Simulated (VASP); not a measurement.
A run of VASP 6.6.1 is set up as follows.

INCAR

```
SYSTEM = GaB3As4
PREC = Accurate
ENCUT = 520
EDIFF = 1E-6
ISMEAR = -1
SIGMA = 0.02
LREAL = .FALSE.
LASPH = .TRUE.
NELM = 80
ALGO = Normal
ISIF = 2
LWAVE = .FALSE.
LCHARG = .FALSE.
GGA = PE
NBANDS = 31
```

The input KPOINTS:

```
regular mesh
0
G
  8 8 8
  0 0 0
```

The input POSCAR:

```
GaB3As4
1.0
    1.7739656872      1.0241995670     11.8064988664
   -1.7739656872      1.0241995670     11.8064988664
    0.0000000000     -2.0483991341     11.8064988664
B Ga As
3 1 4
Direct
    0.9947082713     -0.0052917287     -0.0052917287
    0.2503744858      0.2503744858      0.2503744858
    0.5059399014      0.5059399014      0.5059399014
    0.7510676142      0.7510676142      0.7510676142
    0.3092797852      0.3092797852      0.3092797852
    0.5648708155      0.5648708155      0.5648708155
    0.8204430761      0.8204430761      0.8204430761
    0.0533160505      0.0533160505      0.0533160505
```

Potentials or basis: VASP PAW PBE potentials, release 64 (B, Ga_d, As).

Run with:

```sh
$ cat potpaw_PBE.64/B/POTCAR potpaw_PBE.64/Ga_d/POTCAR potpaw_PBE.64/As/POTCAR > POTCAR
$ mpirun -np 1 vasp_std > vasp.out
```

Q: What does it give for the pressure?

A: 0.4 GPa.

Q: What does it give for the band gap on the k mesh?

A: Zero (bands 21 and 22 overlap by 0.03 eV).

Q: Predict the largest force.

A: 0.023 eV/Å.

Stress tensor (GPa, compression positive):
```
0.34 0.00 0.00
0.00 0.34 0.00
0.00 0.00 0.45
```

Caveat: semilocal functionals underestimate gaps, and a narrow one can read as zero.
